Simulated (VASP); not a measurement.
# Cr (P6_3/mmc) in VASP: settings compared, part 2 of 2

VASP 6.6.1. Earlier steps stand in the parts before.

### Step 3. Single point, PBEsol, collinear spin, ferromagnetic start

This run uses another cell than the first one, of 13.22 Å³/atom, 0.922 times its volume.

INCAR

```
ALGO = Normal
EDIFF = 1E-6
ENCUT = 520
GGA = PS
ISIF = 2
ISMEAR = -1
ISPIN = 2
LASPH = True
LCHARG = True
LELF = True
LMAXMIX = 4
LORBIT = 11
LREAL = False
LVHAR = True
LWAVE = False
MAGMOM = 3 3
NBANDS = 23
NELM = 150
PREC = Accurate
SIGMA = 0.05
```

KPOINTS

```
k-points
0
Gamma
  11 11 6
```

POSCAR

```
Cr
1.0
    2.6585966991      0.0000000000      0.0000000000
   -1.3292983495      2.3024122798      0.0000000000
    0.0000000000      0.0000000000      4.3199747394
Cr
2
Direct
    0.6666666667      0.3333333333      0.7500000000
    0.3333333333      0.6666666667      0.2500000000
```

Potentials or basis: VASP PAW PBE potentials, release 64 (Cr_pv).

Started as:

```bash
cat potpaw_PBE.64/Cr_pv/POTCAR > POTCAR
mpirun -np 1 vasp_std > vasp.out
```

OUTCAR:

```text
EDIFF = 1E-6
   ENCUT = 520
   GGA = PS
   ISIF = 2
   ISMEAR = -1
   ISPIN = 2
   LASPH = True
   LORBIT = 11
   LREAL = False
   NELM = 150
   PREC = Accurate

 ion  position               nearest neighbor table
   1  0.667  0.333  0.750-   2 2.65   2 2.65   2 2.65   2 2.65   2 2.65   2 2.65
   2  0.333  0.667  0.250-   1 2.65   1 2.65   1 2.65   1 2.65   1 2.65   1 2.65

  LATTYP: Found a hexagonal cell.
 ALAT       =     2.6585966991
 C/A-ratio  =     1.6249078850

  Lattice vectors:

 A1 = (   2.6585966991,   0.0000000000,   0.0000000000)
 A2 = (  -1.3292983495,   2.3024122798,   0.0000000000)
 A3 = (   0.0000000000,   0.0000000000,   4.3199747394)

Analysis of symmetry for initial positions (statically):
=====================================================================
 Subroutine PRICEL returns:
 Original cell was already a primitive cell.

 Routine SETGRP: Setting up the symmetry group for a
 hexagonal supercell.

 Subroutine GETGRP returns: Found 24 space group operations
 (whereof 12 operations were pure point group operations)
[... 815 lines left out ...]

 spin component 2

 k-point     1 :       0.0000    0.0000    0.0000
  band No.  band energies     occupation
      1     -33.9098      1.00000
      2     -33.4139      1.00000
      3     -33.4139      1.00000
      4     -33.3320      1.00000
      5     -33.3320      1.00000
      6     -33.2980      1.00000
[... 613 lines left out ...]
     22      22.8539      0.00000
     23      24.7919      0.00000

 [... further k-points ...]
[... 5 lines left out ...]
  --------------------------------------------------------------------------------------
  -------------------------------------------------------------------------------------
  Total       -4.9027330     -4.9027330     -3.4622425     -0.0000000     -0.0000000      0.0000000
  in kB     -297.0517173   -297.0517173   -209.7738267     -0.0000000     -0.0000000      0.0000000
  external PRESSURE =    -267.9590871 kB  Pullay stress =       0.0000000 kB

 VOLUME and BASIS-vectors are now :
 -----------------------------------------------------------------------------
  energy-cutoff  :      520.00
  volume of cell :       26.44
      direct lattice vectors                 reciprocal lattice vectors
     2.658596699  0.000000000  0.000000000     0.376138284  0.217163539  0.000000000
    -1.329298349  2.302412280  0.000000000     0.000000000  0.434327079  0.000000000
     0.000000000  0.000000000  4.319974739     0.000000000  0.000000000  0.231482835

 POSITION                                       TOTAL-FORCE (eV/Angst)
 -----------------------------------------------------------------------------------
      1.32930      0.76747      3.23998         0.000000      0.000000      0.000000
     -0.00000      1.53494      1.07999        -0.000000      0.000000      0.000000
 -----------------------------------------------------------------------------------
    total drift:                                0.000000     -0.000000      0.000000

  FREE ENERGIE OF THE ION-ELECTRON SYSTEM (eV)
  ---------------------------------------------------
  free  energy   TOTEN  =       -19.2247991446 eV

  energy  without entropy=      -19.1851740227  energy(sigma->0) =      -19.20498658

 total charge

# of ion       s       p       d       tot
------------------------------------------
    1        0.395   6.309   4.107  10.811
    2        0.395   6.309   4.107  10.811
--------------------------------------------------
tot          0.789  12.619   8.214  21.622

 magnetization (x)

# of ion       s       p       d       tot
------------------------------------------
    1        0.001   0.013   0.401   0.415
    2        0.001   0.013   0.401   0.415
--------------------------------------------------
tot          0.001   0.026   0.802   0.830
```

OSZICAR:

```text
N       E                     dE             d eps       ncg     rms          rms(c)
DAV:   1     0.242521644015E+03    0.24252E+03   -0.13478E+04  5912   0.125E+03
DAV:   2    -0.134072243230E+02   -0.25593E+03   -0.24698E+03  5951   0.376E+02
DAV:   3    -0.213304458670E+02   -0.79232E+01   -0.78659E+01  7316   0.777E+01
DAV:   4    -0.214041977971E+02   -0.73752E-01   -0.73651E-01  6589   0.748E+00
DAV:   5    -0.214051746454E+02   -0.97685E-03   -0.97667E-03  6295   0.824E-01    0.203E+01
DAV:   6    -0.189864000846E+02    0.24188E+01   -0.11318E+01  6532   0.362E+01    0.543E+00
DAV:   7    -0.192041700084E+02   -0.21777E+00   -0.48450E-01  6588   0.607E+00    0.321E+00
DAV:   8    -0.192190488834E+02   -0.14879E-01   -0.10906E-02  6238   0.104E+00    0.120E+00
DAV:   9    -0.192209700683E+02   -0.19212E-02   -0.61289E-03  6749   0.671E-01    0.423E-01
DAV:  10    -0.192231963857E+02   -0.22263E-02   -0.31782E-03  6434   0.370E-01    0.225E-01
DAV:  11    -0.192237157427E+02   -0.51936E-03   -0.32105E-04  6455   0.139E-01    0.129E-01
DAV:  12    -0.192240974377E+02   -0.38169E-03   -0.81209E-05  6665   0.736E-02    0.926E-02
DAV:  13    -0.192244227771E+02   -0.32534E-03   -0.13462E-04  6532   0.785E-02    0.675E-02
DAV:  14    -0.192246071490E+02   -0.18437E-03   -0.92446E-05  6567   0.734E-02    0.458E-02
DAV:  15    -0.192247321623E+02   -0.12501E-03   -0.10958E-04  6455   0.708E-02    0.270E-02
DAV:  16    -0.192247920264E+02   -0.59864E-04   -0.13563E-04  6539   0.812E-02    0.107E-02
DAV:  17    -0.192247999969E+02   -0.79705E-05   -0.44196E-05  6539   0.438E-02    0.365E-03
DAV:  18    -0.192247991446E+02    0.85229E-06   -0.31039E-06  5961   0.152E-02
   1 F= -.19224799E+02 E0= -.19204987E+02  d E =-.396251E-01  mag=     0.8903
```

stdout:

```text
POSCAR found type information on POSCAR Cr
 POSCAR found :  1 types and       2 ions
 scaLAPACK will be used
 -----------------------------------------------------------------------------
|                                                                             |
|                                                                             |
|     You enforced a specific xc type in the INCAR file but a different       |
|     I HOPE YOU KNOW WHAT YOU ARE DOING!                                     |
|                                                                             |
 -----------------------------------------------------------------------------

 LDA part: xc-table for (Slater+PW92), standard interpolation
 POSCAR, INCAR and KPOINTS ok, starting setup
 FFT: planning ... GRIDC
 FFT: planning ... GRID_SOFT
 FFT: planning ... GRID
 WAVECAR not read
 entering main loop
```

Wall time 69 s (1 thread of Intel Xeon Platinum 8259CL at 2.50GHz (Skylake/Cascade Lake), shared host); peak memory 0.18 GiB.

Results:

```
Free energy                                           : -19.2248 eV
Pressure                                              : -26.8 GPa
Net moment                                            : 0.89 μB per cell
Site moments                                          : Cr +0.41 μB
Valence electrons inside the program's atomic spheres : Cr 10.81
```

Caveat: the PAW data sets were made with another functional, which shifts forces and pressure a little.

### Step 4. Single point, PBEsol, collinear spin, ferromagnetic start

This run uses another cell than the first one, of 14.07 Å³/atom, 0.980 times its volume.

INCAR

```
PREC     = Accurate       # precision mode
ENCUT    = 520            # plane-wave cutoff, eV
EDIFF    = 1E-6           # SCF threshold, eV
ISMEAR   = -1             # smearing method
SIGMA    = 0.05           # smearing width, eV
LREAL    = False          # projectors in reciprocal space
LASPH    = True           # aspherical terms in the spheres
NELM     = 150            # most SCF steps
ALGO     = Normal         # electronic algorithm
ISIF     = 2              # what is computed and relaxed
LWAVE    = False          # write WAVECAR
LCHARG   = True           # write CHGCAR
ISPIN    = 2              # spin polarisation
MAGMOM   = 3 3            # initial moments
LORBIT   = 11             # projections on sites
LMAXMIX  = 4              # l up to which the mixer works
GGA      = PS             # functional
LELF     = True           # ELF
LVHAR    = True         
NBANDS   = 23             # bands
```

KPOINTS

```
regular mesh
0
Gamma
  11 11 6
```

POSCAR

```
Cr
1.0
    2.7140000000      0.0000000000      0.0000000000
   -1.3570000000      2.3503929459      0.0000000000
    0.0000000000      0.0000000000      4.4100000000
Cr
2
Direct
    0.6666666667      0.3333333333      0.7500000000
    0.3333333333      0.6666666667      0.2500000000
```

Potentials or basis: VASP PAW PBE potentials, release 64 (Cr_pv).

Started as:

```bash
cat potpaw_PBE.64/Cr_pv/POTCAR > POTCAR
mpirun -np 1 vasp_std > vasp.out
```

OUTCAR:

```text
PREC = Accurate
   ENCUT = 520
   EDIFF = 1E-6
   ISMEAR = -1
   LREAL = False
   LASPH = True
   NELM = 150
   ISIF = 2
   ISPIN = 2
   LORBIT = 11
   GGA = PS

 ion  position               nearest neighbor table
   1  0.667  0.333  0.750-   2 2.71   2 2.71   2 2.71   2 2.71   2 2.71   2 2.71
   2  0.333  0.667  0.250-   1 2.71   1 2.71   1 2.71   1 2.71   1 2.71   1 2.71

  LATTYP: Found a hexagonal cell.
 ALAT       =     2.7140000000
 C/A-ratio  =     1.6249078850

  Lattice vectors:

 A1 = (   2.7140000000,   0.0000000000,   0.0000000000)
 A2 = (  -1.3570000000,   2.3503929459,   0.0000000000)
 A3 = (   0.0000000000,   0.0000000000,   4.4100000000)

Analysis of symmetry for initial positions (statically):
=====================================================================
 Subroutine PRICEL returns:
 Original cell was already a primitive cell.

 Routine SETGRP: Setting up the symmetry group for a
 hexagonal supercell.

 Subroutine GETGRP returns: Found 24 space group operations
 (whereof 12 operations were pure point group operations)
 out of a pool of 24 trial point group operations.

The static configuration has the point symmetry D_3d.
 The point group associated with its full space group is D_6h.

Analysis of symmetry for dynamics (positions and initial velocities):
=====================================================================
 Subroutine PRICEL returns:
 Original cell was already a primitive cell.

 Routine SETGRP: Setting up the symmetry group for a
 hexagonal supercell.

 Subroutine GETGRP returns: Found 24 space group operations
 (whereof 12 operations were pure point group operations)
 out of a pool of 24 trial point group operations.

The dynamic configuration has the point symmetry D_3d.
 The point group associated with its full space group is D_6h.

Analysis of structural, dynamic, and magnetic symmetry:
=====================================================================
 Subroutine PRICEL returns:
 Original cell was already a primitive cell.

 Routine SETGRP: Setting up the symmetry group for a
 hexagonal supercell.

 Subroutine GETGRP returns: Found 24 space group operations
 (whereof 12 operations were pure point group operations)
 out of a pool of 24 trial point group operations.

The overall configuration has the point symmetry D_3d.
 The point group associated with its full space group is D_6h.

 Subroutine INISYM returns: Found 24 space group operations
 (whereof 12 operations are pure point group operations),
 and found     1 'primitive' translations

----------------------------------------------------------------------------------------

                                     Primitive cell

  volume of cell :      28.1312

  direct lattice vectors                    reciprocal lattice vectors
     2.714000000  0.000000000  0.000000000     0.368459838  0.212730387  0.000000000
    -1.357000000  2.350392946  0.000000000     0.000000000  0.425460773  0.000000000
     0.000000000  0.000000000  4.410000000     0.000000000  0.000000000  0.226757370

  length of vectors
     2.714000000  2.714000000  4.410000000     0.425460773  0.425460773  0.226757370

  position of ions in fractional coordinates (direct lattice)
[... 64 lines left out ...]
   dimension x,y,z NGX =    20 NGY =   20 NGZ =   36
   dimension x,y,z NGXF=    40 NGYF=   40 NGZF=   72
   ions per type =               2
   NGX,Y,Z   is equivalent  to a cutoff of  12.25, 12.25, 13.57 a.u.
   NGXF,Y,Z  is equivalent  to a cutoff of  24.50, 24.50, 27.14 a.u.
 SYSTEM =  unknown system
   PREC   = accura    normal or accurate (medium, high low for compatibility)
   ISTART =      0    job   : 0-new  1-cont  2-samecut
   ICHARG =      2    charge: 1-file 2-atom 10-const
   ISPIN  =      2    spin polarized calculation?
   LNONCOLLINEAR =      F non collinear calculations
   LSORBIT =      F    spin-orbit coupling
   LASPH  =      T    aspherical Exc in radial PAW
   ENCUT  =  520.0 eV  38.22 Ry    6.18 a.u.   5.05  5.05  8.20*2*pi/ulx,y,z
   NELM   =    150;   NELMIN=  2; NELMDL= -5     # of ELM steps
   EDIFF  = 0.1E-05   stopping-criterion for ELM
   LREAL  =      F    real-space projection
   EDIFFG = 0.1E-04   stopping-criterion for IOM
   NSW    =      0    number of steps for IOM
   IBRION =     -1    ionic relax: 0-MD 1-quasi-New 2-CG
   NFREE  =      0    steps in history (QN), initial steepest desc. (CG)
   ISIF   =      2    stress and relaxation
   ISYM   =      2    0-nonsym 1-usesym 2-fastsym
   POTIM  = 0.5000    time-step for ionic-motion
   TEBEG  =    0.0;   TEEND  =   0.0 temperature during run
   PSTRESS=    0.0 pullay stress
   NELECT =      24.0000    total number of electrons
   NUPDOWN=      -1.0000    fix difference up-down
   EMIN   =  10.00;   EMAX   =-10.00  energy-range for DOS
   EFERMI =   0.00;   METHOD = LEGACY
   ISMEAR =    -1;   SIGMA  =   0.05  broadening in eV -4-tet -1-fermi 0-gaus
   EFERMI_NEDOS =   21; number of points for ismear=-14 and -15
   IALGO  =     38    algorithm
   IMIX   =      4    mixing-type and parameters
     AMIX     =   0.40;   BMIX     =  1.00
     AMIX_MAG =   1.60;   BMIX_MAG =  1.00
  volume/ion in A,a.u.               =      14.07        94.92
  Fermi-wavevector in a.u.,A,eV,Ry     =   1.552681  2.934142 32.801180  2.410819
  Thomas-Fermi vector in A             =   2.657021
   LORBIT       =     11    0 simple, 1 ext, 2 COOP (PROOUT), +10 PAW based schemes
   GGA     = PS    functional components
   LHFCALC =     F    Hartree Fock is set to
   AEXX    =    0.0000 exact exchange contribution
   IVDW    =     0    specifies the selected vdW correction
   LEPSILON=     F    determine dielectric tensor
   LRPA    =     F    only Hartree local field effects (RPA)
 spin polarized calculation
  energy-cutoff  :      520.00
  volume of cell :       28.13
 maximum number of plane-waves:       772
   NGX = 11   NGY = 11   NGZ = 17

 number of electron      24.0000005 magnetization       1.6862064

 Free energy of the ion-electron system (eV)
  ---------------------------------------------------
  ext. energy  EPLUGINS =         0.00000000
  ---------------------------------------------------
  free energy    TOTEN  =       -18.91378992 eV

  energy without entropy =      -18.87925580  energy(sigma->0) =      -18.89652286

 E-fermi :   8.1357     XC(G=0): -12.6927

 val. band max:        8.1304354692   @ k =   0.0000   0.0000   0.1667
 cond. band min:       8.1359745475   @ k =   0.4545  -0.0000   0.0000
 fundamental gap:      0.0055390782
 Fermi energy:         8.1356505657

 spin component 1

 k-point     1 :       0.0000    0.0000    0.0000
  band No.  band energies     occupation
      1     -35.1555      1.00000
      2     -34.8046      1.00000
      3     -34.8046      1.00000
      4     -34.7378      1.00000
      5     -34.7378      1.00000
      6     -34.6651      1.00000
[... 613 lines left out ...]
     22      21.0991      0.00000
     23      22.9836      0.00000

 [... further k-points ...]

 spin component 2

 k-point     1 :       0.0000    0.0000    0.0000
  band No.  band energies     occupation
      1     -34.4303      1.00000
      2     -34.0093      1.00000
      3     -34.0093      1.00000
      4     -33.9414      1.00000
      5     -33.9414      1.00000
      6     -33.9302      1.00000
[... 613 lines left out ...]
     22      21.5279      0.00000
     23      23.3989      0.00000

 [... further k-points ...]
[... 5 lines left out ...]
  --------------------------------------------------------------------------------------
  -------------------------------------------------------------------------------------
  Total       -5.9042639     -5.9042639     -5.1380512      0.0000000     -0.0000000     -0.0000000
  in kB     -336.2694670   -336.2694670   -292.6308468      0.0000000     -0.0000000     -0.0000000
  external PRESSURE =    -321.7232602 kB  Pullay stress =       0.0000000 kB

 VOLUME and BASIS-vectors are now :
 -----------------------------------------------------------------------------
  energy-cutoff  :      520.00
  volume of cell :       28.13
      direct lattice vectors                 reciprocal lattice vectors
     2.714000000  0.000000000  0.000000000     0.368459838  0.212730387  0.000000000
    -1.357000000  2.350392946  0.000000000     0.000000000  0.425460773  0.000000000
     0.000000000  0.000000000  4.410000000     0.000000000  0.000000000  0.226757370

 POSITION                                       TOTAL-FORCE (eV/Angst)
 -----------------------------------------------------------------------------------
      1.35700      0.78346      3.30750        -0.000000      0.000000      0.000000
     -0.00000      1.56693      1.10250         0.000000     -0.000000      0.000000
 -----------------------------------------------------------------------------------
    total drift:                               -0.000000      0.000000     -0.000000

  FREE ENERGIE OF THE ION-ELECTRON SYSTEM (eV)
  ---------------------------------------------------
  free  energy   TOTEN  =       -18.9137899226 eV

  energy  without entropy=      -18.8792558012  energy(sigma->0) =      -18.89652286

 total charge

# of ion       s       p       d       tot
------------------------------------------
    1        0.376   6.281   4.055  10.712
    2        0.376   6.281   4.055  10.712
--------------------------------------------------
tot          0.752  12.563   8.110  21.424

 magnetization (x)

# of ion       s       p       d       tot
------------------------------------------
    1        0.001   0.022   0.756   0.780
    2        0.001   0.022   0.756   0.780
--------------------------------------------------
tot          0.002   0.045   1.513   1.559
```

It took 64 s on 1 thread of Intel Xeon Platinum 8259CL at 2.50GHz (Skylake/Cascade Lake), shared host; peak memory 0.18 GiB.

Results:

| Quantity | Value |
| --- | --- |
| Free energy | -18.9138 eV |
| Pressure | -32.2 GPa |
| Net moment | 1.69 μB per cell |
| Site moments | Cr +0.78 μB |
| Valence electrons inside the program's atomic spheres | Cr 10.71 |

Levels at points of the mesh, in eV from the Fermi level:
Spin up:
```csv
k point,band 10,band 11,band 12,band 13,band 14,band 15,band 16,band 17
"(0.00, 0.00, 0.00)",-0.65,-0.61,-0.28,-0.28,0.17,0.17,0.40,1.41
"(0.00, 0.00, 0.50)",-1.11,-0.71,-0.71,-0.71,-0.71,1.06,1.06,1.06
```
Spin down:
```tsv
k point	band 8	band 9	band 10	band 11	band 12	band 13	band 14	band 15
(0.00, 0.00, 0.00)	-3.10	-0.01	0.06	0.06	0.44	0.44	0.68	0.93
(0.00, 0.00, 0.50)	-4.86	-0.57	-0.57	0.00	0.00	0.00	0.00	1.84
```

Caveat: the PAW data sets were made with another functional, which shifts forces and pressure a little.

### Step 5. Summary

| level | potentials or basis | cell | gap on the mesh (eV) | pressure (GPa) | moment (μB) |
| --- | --- | --- | --- | --- | --- |
| LDA | VASP PAW LDA potentials, release 64 (Cr_pv) | a = 2.732, b = 2.732, c = 4.439 Å, angles 90.0, 90.0, 120.0°, 2 atoms | none | -40.1 | 0.87 |
| PBEsol | VASP PAW PBE potentials, release 64 (Cr_pv) | a = 2.659, b = 2.659, c = 4.320 Å, angles 90.0, 90.0, 120.0°, 2 atoms | none | -26.8 | 0.89 |
| PBEsol | VASP PAW PBE potentials, release 64 (Cr_pv) | a = 2.714, b = 2.714, c = 4.410 Å, angles 90.0, 90.0, 120.0°, 2 atoms | none | -32.2 | 1.69 |

Alike in all rows: task single point; spin collinear, ferromagnetic start; k mesh 11 × 11 × 6; cutoff (eV) 520; smearing fermi-dirac 0.05 eV.

Caveats: the PAW data sets were made with another functional, which shifts forces and pressure a little (some runs).

Total energies depend on the potentials used, so only differences within one code and one set of settings carry meaning.
